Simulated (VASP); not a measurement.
# Ti4S in VASP: a series of runs

Ti4S is run at these levels: PBE; tasks: relaxation of the atoms.

All numbers are computed with VASP 6.6.1; they aren't measurements. Logs are shortened: lines on timing, memory, paths and dates and some standing lists are left out, and cuts for length are marked.

**1. The cell of the first run**

The cell holds a slab with vacuum, 5 atoms: a = 2.908 Å, b = 4.112 Å, c = 19.654 Å, α = 90.00°, β = 90.00°, γ = 90.00°.

**2. Relaxation of the atoms, PBE**

The input, INCAR:

```
SYSTEM = Ti4S
PREC     = Accurate       ! precision mode
ENCUT    = 450            ! plane-wave cutoff, eV
EDIFF    = 1E-7           ! SCF threshold, eV
ISMEAR   = 0              ! smearing method
SIGMA    = 0.1            ! smearing width, eV
LREAL    = .False.        ! projectors in reciprocal space
LASPH    = .True.         ! aspherical terms in the spheres
NELM     = 120            ! most SCF steps
ALGO     = Normal         ! electronic algorithm
ISIF     = 2              ! what is computed and relaxed
LWAVE    = .False.        ! write WAVECAR
LCHARG   = .False.        ! write CHGCAR
LDIPOL   = .True.       
IDIPOL   = 3            
DIPOL    = 0.5 0.5 0.340
GGA      = PE             ! functional
IBRION   = 2              ! ionic algorithm
NSW      = 36             ! ionic steps
EDIFFG   = -0.025         ! ionic threshold
GGA_COMPAT= .False.      
NELMIN   = 4            
NELMDL   = -8
```

The input, KPOINTS:

```
Automatic mesh
0
Gamma
  9 7 1
  0 0 0
```

The input, POSCAR:

```
Ti4S
1.0
    2.9075446931      0.0000000000      0.0000000000
    0.0000000000      4.1118891382      0.0000000000
    0.0000000000      0.0000000000     19.6535692527
Ti S
4 1
Selective dynamics
Direct
    0.5000000000      0.5000000000      0.2035253723  F F F
    0.0000000000      0.0000000000      0.2774952618  F F F
    0.5000000000      0.5000000000      0.3439484692  F F F
    0.0000000000      0.0000000000      0.4148645545  F F F
    0.5000000000      0.5000000000      0.4579746042  F F T
```

Potentials or basis: VASP PAW PBE potentials, release 64 (Ti_sv, S).

Started as:

```
$ cat potpaw_PBE.64/Ti_sv/POTCAR potpaw_PBE.64/S/POTCAR > POTCAR
$ mpirun -np 1 vasp_std > vasp.out
```

OUTCAR:

```text
SYSTEM = Ti4S
   PREC = Accurate
   ENCUT = 450
   EDIFF = 1E-7
   ISMEAR = 0
   LREAL = .False.
   LASPH = .True.
   NELM = 120
   ISIF = 2
   GGA = PE
   IBRION = 2
   NSW = 36
   EDIFFG = -0.025
   NELMIN = 4
   NELMDL = -8

 ion  position               nearest neighbor table
   1  0.500  0.500  0.204-   3 2.76   2 2.91   2 2.91   2 2.91   2 2.91
   2  0.000  0.000  0.277-   4 2.70   3 2.84   3 2.84   3 2.84   3 2.84   1 2.91   1 2.91   1 2.91
                             1 2.91
   3  0.500  0.500  0.344-   5 2.24   1 2.76   2 2.84   2 2.84   2 2.84   2 2.84   4 2.88   4 2.88
                             4 2.88   4 2.88
   4  0.000  0.000  0.415-   5 2.66   5 2.66   5 2.66   5 2.66   2 2.70   3 2.88   3 2.88   3 2.88
                             3 2.88
   5  0.500  0.500  0.458-   3 2.24   4 2.66   4 2.66   4 2.66   4 2.66

  LATTYP: Found a simple orthorhombic cell.
 ALAT       =     2.9075446931
 B/A-ratio  =     1.4142135624
 C/A-ratio  =     6.7595071881

  Lattice vectors:

 A1 = (   2.9075446931,   0.0000000000,   0.0000000000)
 A2 = (   0.0000000000,   4.1118891382,   0.0000000000)
 A3 = (   0.0000000000,   0.0000000000,  19.6535692527)

Analysis of symmetry for initial positions (statically):
=====================================================================
 Subroutine PRICEL returns:
 Original cell was already a primitive cell.

 Routine SETGRP: Setting up the symmetry group for a
 simple orthorhombic supercell.

 Subroutine GETGRP returns: Found  4 space group operations
 (whereof  4 operations were pure point group operations)
 out of a pool of  8 trial point group operations.

The static configuration has the point symmetry C_2v.

Analysis of symmetry for dynamics (positions and initial velocities):
=====================================================================
 Subroutine PRICEL returns:
 Original cell was already a primitive cell.

 Routine SETGRP: Setting up the symmetry group for a
 simple orthorhombic supercell.

 Subroutine GETGRP returns: Found  4 space group operations
 (whereof  4 operations were pure point group operations)
 out of a pool of  8 trial point group operations.

The dynamic configuration has the point symmetry C_2v.

Analysis of constrained symmetry for selective dynamics:
=====================================================================
[... 124 lines left out ...]
   EMIN   =  10.00;   EMAX   =-10.00  energy-range for DOS
   EFERMI =   0.00;   METHOD = LEGACY
   ISMEAR =     0;   SIGMA  =   0.10  broadening in eV -4-tet -1-fermi 0-gaus
   EFERMI_NEDOS =   21; number of points for ismear=-14 and -15
   IALGO  =     38    algorithm
   IMIX   =      4    mixing-type and parameters
     AMIX     =   0.40;   BMIX     =  1.00
     AMIX_MAG =   1.60;   BMIX_MAG =  1.00
  volume/ion in A,a.u.               =      46.99       317.13
  Fermi-wavevector in a.u.,A,eV,Ry     =   1.002774  1.894968 13.681412  1.005555
  Thomas-Fermi vector in A             =   2.135283
   LORBIT       =      0    0 simple, 1 ext, 2 COOP (PROOUT), +10 PAW based schemes
   GGA     = PE    functional components
   LHFCALC =     F    Hartree Fock is set to
   AEXX    =    0.0000 exact exchange contribution
   IVDW    =     0    specifies the selected vdW correction
   LEPSILON=     F    determine dielectric tensor
   LRPA    =     F    only Hartree local field effects (RPA)
 conjugate gradient relaxation of ions
 non-spin polarized calculation
 Gauss-broadening in eV      SIGMA  =   0.10
  energy-cutoff  :      450.00
  volume of cell :      234.97
 maximum number of plane-waves:      5134
   NGX = 11   NGY = 15   NGZ = 67

 dipolmoment           0.000000      0.000000     -0.025211 electrons x Angstroem

--------------------------------------- Ionic step        1  -------------------------------------------

 number of electron      54.0000034 magnetization

 Free energy of the ion-electron system (eV)
  ---------------------------------------------------
  ext. energy  EPLUGINS =         0.00000000
  ---------------------------------------------------
  free energy    TOTEN  =       -35.28521682 eV

  energy without entropy =      -35.26835835  energy(sigma->0) =      -35.27678759

------------------------ aborting loop because EDIFF is reached ----------------------------------------

  FORCE on cell =-STRESS in cart. coord.  units (eV):
  Direction    XX          YY          ZZ          XY          YZ          ZX
  --------------------------------------------------------------------------------------
  -------------------------------------------------------------------------------------
  Total        4.2549010     -5.9423451      5.0979149      0.0000000      0.0000000      0.0000000
  in kB       29.0128779    -40.5190470     34.7611338      0.0000000      0.0000000      0.0000000
  external PRESSURE =       7.7516549 kB  Pullay stress =       0.0000000 kB
[... 65 lines left out ...]
--------------------------------------- Ionic step        3  -------------------------------------------

 number of electron      54.0000034 magnetization

 dipolmoment           0.000000      0.000000      0.064548 electrons x Angstroem

 Free energy of the ion-electron system (eV)
  ---------------------------------------------------
  ext. energy  EPLUGINS =         0.00000000
  ---------------------------------------------------
  free energy    TOTEN  =       -35.35512166 eV

  energy without entropy =      -35.33796225  energy(sigma->0) =      -35.34654195

 E-fermi :   0.6247     XC(G=0):  -4.9472

 val. band max:        0.5572989522   @ k =   0.3333   0.0000   0.0000
 cond. band min:       0.6472137527   @ k =   0.4444   0.2857   0.0000
 fundamental gap:      0.0899148006
 Fermi energy:         0.6247066053

 k-point     1 :       0.0000    0.0000    0.0000
  band No.  band energies     occupation
      1     -56.5897      2.00000
      2     -56.3537      2.00000
      3     -56.0382      2.00000
      4     -55.9386      2.00000
      5     -32.9819      2.00000
      6     -32.8750      2.00000
[... 689 lines left out ...]
     31       1.2822      0.00000
     32       1.8808      0.00000

------------------------ aborting loop because EDIFF is reached ----------------------------------------

 vacuum level on the upper side and lower side of the slab       (xc-potential included)         0.466        -0.610

  FORCE on cell =-STRESS in cart. coord.  units (eV):
  Direction    XX          YY          ZZ          XY          YZ          ZX
  --------------------------------------------------------------------------------------
  -------------------------------------------------------------------------------------
  Total        4.1424444     -6.8249045      2.3020971      0.0000000      0.0000000      0.0000000
  in kB       28.2460707    -46.5369516     15.6973012      0.0000000      0.0000000      0.0000000
  external PRESSURE =      -0.8645265 kB  Pullay stress =       0.0000000 kB
[... 20 lines left out ...]
  FREE ENERGIE OF THE ION-ELECTRON SYSTEM (eV)
  ---------------------------------------------------
  free  energy   TOTEN  =       -35.3551216599 eV

  energy  without entropy=      -35.3379622458  energy(sigma->0) =      -35.34654195

 reached required accuracy - stopping structural energy minimisation

 vacuum level on the upper side and lower side of the slab         4.952         3.854
```

OSZICAR:

```text
N       E                     dE             d eps       ncg     rms          rms(c)
DAV:   1     0.590928316800E+03    0.59093E+03   -0.27784E+04  1632   0.150E+03
DAV:   2     0.459356991463E+02   -0.54499E+03   -0.53811E+03  1400   0.481E+02
DAV:   3    -0.294043390620E+02   -0.75340E+02   -0.74564E+02  2160   0.153E+02
[... 66 lines left out ...]
DAV:  14    -0.353551198299E+02   -0.27994E-05   -0.29288E-07  1144   0.196E-03    0.981E-04
DAV:  15    -0.353551206914E+02   -0.86149E-06   -0.69632E-08  1000   0.106E-03    0.563E-04
DAV:  16    -0.353551213523E+02   -0.66093E-06   -0.10042E-07  1064   0.925E-04    0.285E-04
DAV:  17    -0.353551215630E+02   -0.21067E-06   -0.22746E-08   904   0.583E-04    0.248E-04
DAV:  18    -0.353551216599E+02   -0.96940E-07   -0.13562E-08   880   0.426E-04
   3 F= -.35355122E+02 E0= -.35346542E+02  d E =-.699048E-01
```

It took 7.5 min on 1 thread of Intel Xeon Platinum 8488C (Sapphire Rapids), shared host; peak memory 0.32 GiB.

What came out:

| Quantity | Value |
| --- | --- |
| Free energy | -35.3551 eV |
| Energy gained by relaxing | 14.0 meV/atom |
| Ionic steps | 3 |
| Band gap on the k mesh | zero (bands 27 and 28 overlap by 0.09 eV) |

The path:
| step | energy change (eV) | largest force on free atoms (eV/Å) | pressure (GPa) |
| --- | --- | --- | --- |
| 1 | 0.0000 | 1.3612 | 0.78 |
| 2 | -0.0596 | 0.4846 | 0.24 |
| 3 | -0.0699 | 0.0037 | -0.09 |

Final structure:
```
Ti S
1.0
     2.90754    0.00000    0.00000
     0.00000    4.11189    0.00000
     0.00000    0.00000   19.65357
Ti S
4 1
Direct
  0.50000 0.50000 0.20353
  0.00000 0.00000 0.27750
  0.50000 0.50000 0.34395
  0.00000 0.00000 0.41486
  0.50000 0.50000 0.46358
```

Levels at points of the mesh, in eV from the Fermi level:
| k point | band 23 | band 24 | band 25 | band 26 | band 27 | band 28 | band 29 | band 30 | band 31 | band 32 |
| --- | --- | --- | --- | --- | --- | --- | --- | --- | --- | --- |
| (0.00, 0.00, 0.00) | -1.44 | -1.21 | -0.47 | -0.09 | 0.11 | 0.30 | 0.33 | 0.59 | 0.73 | 0.90 |

**3. Relaxation of the atoms, PBE**

The input, INCAR:

```
SYSTEM = Ti4S
PREC = Accurate
ENCUT = 520
EDIFF = 1E-6
ISMEAR = 0
SIGMA = 0.1
LREAL = .FALSE.
LASPH = .TRUE.
NELM = 100
ALGO = Fast
ISIF = 2
LWAVE = .FALSE.
LCHARG = .FALSE.
LDIPOL = .TRUE.
IDIPOL = 3
DIPOL = 0.5 0.5 0.358
GGA = PE
IBRION = 2
NSW = 36
EDIFFG = -0.025
```

The input, KPOINTS:

```
Automatic mesh
0
G
  9 7 1
  0 0 0
```

Changes to POSCAR since step 2:

```diff
@@ -13,2 +13,2 @@
     0.0000000000      0.0000000000      0.4148645545  F F F
-    0.5000000000      0.5000000000      0.4579746042  F F T
+    0.0000000000      0.0000000000      0.5502089271  F F T
```

Potentials or basis: VASP PAW PBE potentials, release 64 (Ti_sv, S).

Started as:

```
$ cat potpaw_PBE.64/Ti_sv/POTCAR potpaw_PBE.64/S/POTCAR > POTCAR
$ mpirun -np 1 vasp_std > vasp.out
```

OUTCAR:

```text
SYSTEM = Ti4S
   PREC = Accurate
   ENCUT = 520
   EDIFF = 1E-6
   ISMEAR = 0
   LREAL = .FALSE.
   LASPH = .TRUE.
   NELM = 100
   ISIF = 2
   GGA = PE
   IBRION = 2
   NSW = 36
   EDIFFG = -0.025

 ion  position               nearest neighbor table
   1  0.500  0.500  0.204-   3 2.76   2 2.91   2 2.91   2 2.91   2 2.91
   2  0.000  0.000  0.277-   4 2.70   3 2.84   3 2.84   3 2.84   3 2.84   1 2.91   1 2.91   1 2.91
                             1 2.91
   3  0.500  0.500  0.344-   1 2.76   2 2.84   2 2.84   2 2.84   2 2.84   4 2.88   4 2.88   4 2.88
                             4 2.88
   4  0.000  0.000  0.415-   5 2.66   2 2.70   3 2.88   3 2.88   3 2.88   3 2.88
   5  0.000  0.000  0.550-   4 2.66

  LATTYP: Found a simple orthorhombic cell.
 ALAT       =     2.9075446931
 B/A-ratio  =     1.4142135624
 C/A-ratio  =     6.7595071881

  Lattice vectors:

 A1 = (   2.9075446931,   0.0000000000,   0.0000000000)
 A2 = (   0.0000000000,   4.1118891382,   0.0000000000)
 A3 = (   0.0000000000,   0.0000000000,  19.6535692527)
[... 265 lines left out ...]
  free  energy   TOTEN  =       -32.7762814447 eV

  energy  without entropy=      -32.7320860615  energy(sigma->0) =      -32.75418375

 dipolmoment           0.000000      0.000000     -0.046628 electrons x Angstroem

--------------------------------------- Ionic step        3  -------------------------------------------

 number of electron      54.0000013 magnetization

------------------------ aborting loop because EDIFF is reached ----------------------------------------
[... 151 lines left out ...]
--------------------------------------- Ionic step        7  -------------------------------------------

 number of electron      54.0000014 magnetization

 dipolmoment           0.000000      0.000000      0.198102 electrons x Angstroem

 Free energy of the ion-electron system (eV)
  ---------------------------------------------------
  ext. energy  EPLUGINS =         0.00000000
  ---------------------------------------------------
  free energy    TOTEN  =       -33.25042294 eV

  energy without entropy =      -33.20853663  energy(sigma->0) =      -33.22947978

 E-fermi :  -0.1483     XC(G=0):  -5.2424

 val. band max:       -0.1507054825   @ k =   0.3333   0.1429   0.0000
 cond. band min:      -0.1248542359   @ k =   0.3333   0.2857   0.0000
 fundamental gap:      0.0258512466
 Fermi energy:        -0.1483185471

 k-point     1 :       0.0000    0.0000    0.0000
  band No.  band energies     occupation
      1     -57.1651      2.00000
      2     -56.8499      2.00000
      3     -56.7752      2.00000
      4     -56.6556      2.00000
      5     -33.5716      2.00000
      6     -33.4806      2.00000
[... 689 lines left out ...]
     31       0.7206      0.00000
     32       1.1521      0.00000

------------------------ aborting loop because EDIFF is reached ----------------------------------------

 vacuum level on the upper side and lower side of the slab       (xc-potential included)         1.302        -1.663

  FORCE on cell =-STRESS in cart. coord.  units (eV):
  Direction    XX          YY          ZZ          XY          YZ          ZX
  --------------------------------------------------------------------------------------
  -------------------------------------------------------------------------------------
  Total       -1.3129151     -2.1369506      0.4159153      0.0000000      0.0000000      0.0000000
  in kB       -8.9523698    -14.5712175      2.8359999      0.0000000      0.0000000      0.0000000
  external PRESSURE =      -6.8958625 kB  Pullay stress =       0.0000000 kB
[... 20 lines left out ...]
  FREE ENERGIE OF THE ION-ELECTRON SYSTEM (eV)
  ---------------------------------------------------
  free  energy   TOTEN  =       -33.2504229408 eV

  energy  without entropy=      -33.2085366286  energy(sigma->0) =      -33.22947978

 reached required accuracy - stopping structural energy minimisation

 vacuum level on the upper side and lower side of the slab         6.026         2.974
```

OSZICAR:

```text
N       E                     dE             d eps       ncg     rms          rms(c)
DAV:   1     0.624148576335E+03    0.62415E+03   -0.28882E+04  1480   0.164E+03
DAV:   2     0.511113390762E+02   -0.57304E+03   -0.56713E+03  1400   0.504E+02
DAV:   3    -0.246575771539E+02   -0.75769E+02   -0.74540E+02  2168   0.156E+02
[... 221 lines left out ...]
RMM:   4    -0.332504560676E+02    0.38494E-03   -0.40389E-04  1722   0.115E-01    0.434E-02
RMM:   5    -0.332504235405E+02    0.32527E-04   -0.72100E-05  1495   0.631E-02    0.252E-02
RMM:   6    -0.332504315424E+02   -0.80019E-05   -0.98777E-05  1642   0.408E-02    0.228E-02
RMM:   7    -0.332504237274E+02    0.78150E-05   -0.26048E-05  1559   0.324E-02    0.837E-03
RMM:   8    -0.332504228182E+02    0.90919E-06   -0.12341E-05  1361   0.141E-02    0.333E-03
RMM:   9    -0.332504229408E+02   -0.12265E-06   -0.44899E-06  1126   0.940E-03
   7 F= -.33250423E+02 E0= -.33229480E+02  d E =-.183027E-03
```

CONTCAR:

```text
Ti4S
   1.00000000000000
     2.9075446931000002    0.0000000000000000    0.0000000000000000
     0.0000000000000000    4.1118891381999996    0.0000000000000000
     0.0000000000000000    0.0000000000000000   19.6535692526999988
  Ti              S
     4     1
Selective dynamics
Direct
     0.5000000000000000    0.5000000000000000    0.2035253722999997   F   F   F
     0.0000000000000000    0.0000000000000000    0.2774952617999986   F   F   F
     0.5000000000000000    0.5000000000000000    0.3439484692000008   F   F   F
     0.0000000000000000    0.0000000000000000    0.4148645544999994   F   F   F
     0.0000000000000000    0.0000000000000000    0.5270216975477147   F   F   T

  0.00000000E+00  0.00000000E+00  0.00000000E+00
  0.00000000E+00  0.00000000E+00  0.00000000E+00
  0.00000000E+00  0.00000000E+00  0.00000000E+00
  0.00000000E+00  0.00000000E+00  0.00000000E+00
  0.00000000E+00  0.00000000E+00  0.00000000E+00
```

Run time: 25 min. Hardware: 1 thread of Oxide Virtual Turin-like, shared host; peak memory 0.39 GiB.

Results:

```yaml
Free_energy: -33.2504 eV
Energy_gained_by_relaxing: 139.0 meV/atom
Ionic_steps: 7
Band_gap_on_the_k_mesh: zero (bands 27 and 28 overlap by 0.78 eV)
```

The path:
| step | energy change (eV) | largest force on free atoms (eV/Å) | pressure (GPa) |
| --- | --- | --- | --- |
| 1 | 0.0000 | 2.1600 | -2.72 |
| 2 | -0.2211 | 2.0554 | -2.45 |
| 3 | -0.6863 | 0.4414 | -0.99 |
| 4 | -0.6813 | 0.6206 | -0.29 |
| 5 | -0.6951 | 0.0453 | -0.72 |
| 6 | -0.6950 | 0.0698 | -0.65 |
| 7 | -0.6952 | 0.0050 | -0.69 |

Final structure:
```yaml
crystal:
  lattice:
    - [2.90754, 0.00000, 0.00000]
    - [0.00000, 4.11189, 0.00000]
    - [0.00000, 0.00000, 19.65357]
  atoms:
    - { symbol: Ti, position: [0.50000, 0.50000, 0.20353] }
    - { symbol: Ti, position: [0.00000, 0.00000, 0.27750] }
    - { symbol: Ti, position: [0.50000, 0.50000, 0.34395] }
    - { symbol: Ti, position: [0.00000, 0.00000, 0.41486] }
    - { symbol: S, position: [0.00000, 0.00000, 0.52702] }
```

Levels at points of the mesh, in eV from the Fermi level:
| k point | band 25 | band 26 | band 27 | band 28 | band 29 | band 30 |
| --- | --- | --- | --- | --- | --- | --- |
| (0.00, 0.00, 0.00) | -0.68 | -0.19 | 0.24 | 0.28 | 0.59 | 0.90 |
